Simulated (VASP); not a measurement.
Write the native input for VASP 6.6.1 that does the following.

```
Task                   : single point
Functional             : r2SCAN
Potentials or basis    : VASP PAW PBE potentials, release 64 (Pd)
Cutoff                 : 520 eV
k mesh                 : 20 × 20 × 20
Occupations            : fermi-dirac, width 0.05 eV
Spin                   : collinear spin, ferromagnetic start
Starting moments       : [0.436] μB
Dipole correction      : no
Further INCAR settings : ALGO = Normal; EDIFF = 1e-06; NBANDS = 15
```

Pd:

```xyz
1
Lattice="0.0000 1.9568 1.9568 1.9568 0.0000 1.9568 1.9568 1.9568 0.0000" Properties=species:S:1:pos:R:3 pbc="T T T"
Pd    0.0000    0.0000    0.0000
```

One way to write it, as run:

POSCAR

```
Pd
1.0
    0.0000000000      1.9567730079      1.9567730079
    1.9567730079      0.0000000000      1.9567730079
    1.9567730079      1.9567730079      0.0000000000
Pd
1
Direct
    0.0000000000      0.0000000000      0.0000000000
```

INCAR.step1

```
SYSTEM = Pd
PREC = Accurate ; ENCUT = 520
ISMEAR = -1 ; SIGMA = 0.05
LREAL = .FALSE. ; LASPH = .TRUE.
NELM = 150 ; ISPIN = 2
MAGMOM = 0.436 ; LMAXMIX = 4
NBANDS = 15 ; GGA = PE
ALGO = Normal ; EDIFF = 1E-4
LWAVE = .TRUE. ; LCHARG = .FALSE.
```

INCAR.step2

```
SYSTEM = Pd
PREC = Accurate ; ENCUT = 520
EDIFF = 1E-6 ; ISMEAR = -1
SIGMA = 0.05 ; LREAL = .FALSE.
LASPH = .TRUE. ; NELM = 150
ALGO = Normal ; ISIF = 2
LWAVE = .FALSE. ; LCHARG = .TRUE.
ISPIN = 2 ; MAGMOM = 0.436
LORBIT = 11 ; LMAXMIX = 4
METAGGA = R2SCAN ; LMIXTAU = .TRUE.
LELF = .TRUE. ; LVHAR = .TRUE.
NBANDS = 15 ; ISTART = 1
```

KPOINTS

```
regular mesh
0
G
  20 20 20
  0 0 0
```

Potentials or basis: VASP PAW PBE potentials, release 64 (Pd).

Run with:

```sh
$ cat potpaw_PBE.64/Pd/POTCAR > POTCAR
$ cp INCAR.step1 INCAR
$ mpirun -np 1 vasp_std > vasp.out
$ cp INCAR.step2 INCAR
$ mpirun -np 1 vasp_std > vasp.out
```

Results of the run:

```
Pressure                                              : 0.6 GPa
Net moment                                            : 0.43 μB per cell
Site moments                                          : Pd +0.43 μB
Valence electrons inside the program's atomic spheres : Pd 9.45
```

Caveat: the PAW data sets were made with another functional, which shifts forces and pressure a little.

Wall time 4.1 min on 1 thread of Intel Xeon 6975P-C, on a shared host, peak memory 0.22 GiB.
